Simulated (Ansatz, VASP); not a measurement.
# One calculation of Ga4O, two programs

File INCAR:

```
SYSTEM = Ga4O
PREC = Accurate
ENCUT = 520
EDIFF = 1E-6
ISMEAR = 0
SIGMA = 0.1
LREAL = .False.
LASPH = .True.
NELM = 150
ALGO = Normal
ISIF = 2
LWAVE = .False.
LCHARG = .False.
ISPIN = 2
MAGMOM = 0 0 0 0 1
LORBIT = 11
GGA = PE
NBANDS = 41
```

File KPOINTS:

```
Automatic mesh
0
Gamma
  4 4 4
  0 0 0
```

POSCAR

```
Ga4O
1.0
    4.3979385500      0.0000000000      0.0000000000
    0.0000000000      4.3979385500      0.0000000000
    0.0000000000      0.0000000000      4.3979385500
Ga O
4 1
Direct
    0.0000000000      0.0000000000      0.0000000000
    0.5000000000      0.5000000000      0.0000000000
    0.5000000000      0.0000000000      0.5000000000
    0.0000000000      0.5000000000      0.5000000000
    0.5000000000      0.5000000000      0.5000000000
```

Input for Ansatz:

```yaml
crystal:
  lattice:
    - [4.39793855, 0.0, 0.0]
    - [0.0, 4.39793855, 0.0]
    - [0.0, 0.0, 4.39793855]
  atoms:
    - { symbol: Ga, position: [0.0, 0.0, 0.0] }
    - { symbol: Ga, position: [0.5, 0.5, 0.0] }
    - { symbol: Ga, position: [0.5, 0.0, 0.5] }
    - { symbol: Ga, position: [0.0, 0.5, 0.5] }
    - { symbol: O, position: [0.5, 0.5, 0.5], spin: 1.0 }
basis:
  ecutwfc: 420
kpoints:
  mp_grid: { grid: [4, 4, 4] }
hamiltonian:
  xc: pbe
scf:
  occupations: { method: gaussian, width: 0.1 }
  lower_state_search: "off"
output:
  forces: true
  stress: true
  eigenvalues: true
  populations: true
magnetization:
  spin_polarized: true
```

Change from the starting cell: species swapped into the Mn4N type (Pm-3m, No. 221).

Alike in both runs: task single point; functional PBE; k mesh 4 × 4 × 4; occupations gaussian, width 0.1 eV; collinear spin.

|  | VASP | Ansatz |
| --- | --- | --- |
| version | VASP 6.6.1 | Ansatz 0.2.0 |
| potentials or method | VASP PAW PBE potentials, release 64 (Ga_d, O), cutoff 520 eV | scalar-relativistic, plane waves, PAW |
| valence electrons in the cell | 58 | 58 |

Ansatz gave:

| Item | Value |
| --- | --- |
| gap on the k mesh at the Fermi level (eV) | none |
| pressure (GPa) | 3.2 |
| net moment per atom (μB) | 0.00 |

Task: Which values does VASP return?

Result: gap on the k mesh at the Fermi level (eV): none; pressure (GPa): 3.4; net moment per atom (μB): 0.00.

A gap of «none» marks a metal or a gap that the smearing closes. Ansatz's warnings: seeded moment not kept.
